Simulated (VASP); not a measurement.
## HBr: single point with r2SCAN

HBr:

```
H Br
1.0
     3.33719    0.00000    0.00000
     0.00000    7.59441    0.00000
     0.00000    0.00000    7.26389
H Br
4 4
Direct
  0.00000 0.00000 0.00000
  0.00000 0.50000 0.50000
  0.50000 0.00000 0.50000
  0.50000 0.50000 0.00000
  0.50000 0.00000 0.00000
  0.50000 0.50000 0.50000
  0.00000 0.00000 0.50000
  0.00000 0.50000 0.00000
```

```yaml
Program: VASP 6.6.1
Task: single point
Functional: r2SCAN
Potentials_or_basis: VASP PAW PBE potentials, release 64 (H, Br)
Cutoff: 520 eV
k_mesh: 8 × 4 × 4
Occupations: gaussian, width 0.02 eV
Spin: no spin polarisation
```

```json
{
 "Pressure": "0.2 GPa",
 "Band gap on the k mesh": "1.52 eV"
}
```

Stress tensor (GPa, compression positive):
```
 0.08  0.00  0.00
 0.00 -0.05  0.00
 0.00  0.00  0.42
```

Levels at points of the mesh, in eV from the valence-band top:
```csv
k point,band 12,band 13,band 14,band 15,band 16,band 17,band 18,band 19,band 20,band 21
"(0.00, 0.00, 0.00)",-0.46,-0.37,-0.24,-0.22,-0.08,1.52,1.69,1.76,1.91,6.59
"(0.50, 0.00, 0.00)",-0.46,-0.34,-0.34,-0.31,-0.31,9.00,9.00,9.23,9.23,9.65
"(0.00, 0.50, 0.00)",-0.60,-0.43,-0.43,-0.15,-0.15,1.61,1.61,1.83,1.83,8.00
"(0.50, 0.50, 0.00)",-0.41,-0.35,-0.35,-0.35,-0.35,8.44,8.44,8.44,8.44,9.33
"(0.00, 0.00, 0.50)",-0.57,-0.46,-0.46,-0.35,-0.35,1.64,1.64,1.80,1.80,7.95
"(0.50, 0.00, 0.50)",-0.39,-0.35,-0.35,-0.35,-0.35,8.44,8.44,8.44,8.44,9.10
"(0.00, 0.50, 0.50)",-1.08,-0.52,-0.52,-0.52,-0.52,1.72,1.72,1.72,1.72,8.90
"(0.50, 0.50, 0.50)",-0.40,-0.30,-0.30,-0.30,-0.30,7.92,7.92,7.92,7.92,9.01
```

It took 12 min on 1 thread of Intel Xeon 8259CL, on a shared host, peak memory 0.42 GiB.

Caveat: the PAW data sets were made with another functional, which shifts forces and pressure a little. r2SCAN opens gaps a little over a GGA but as a rule still falls short of measured ones.
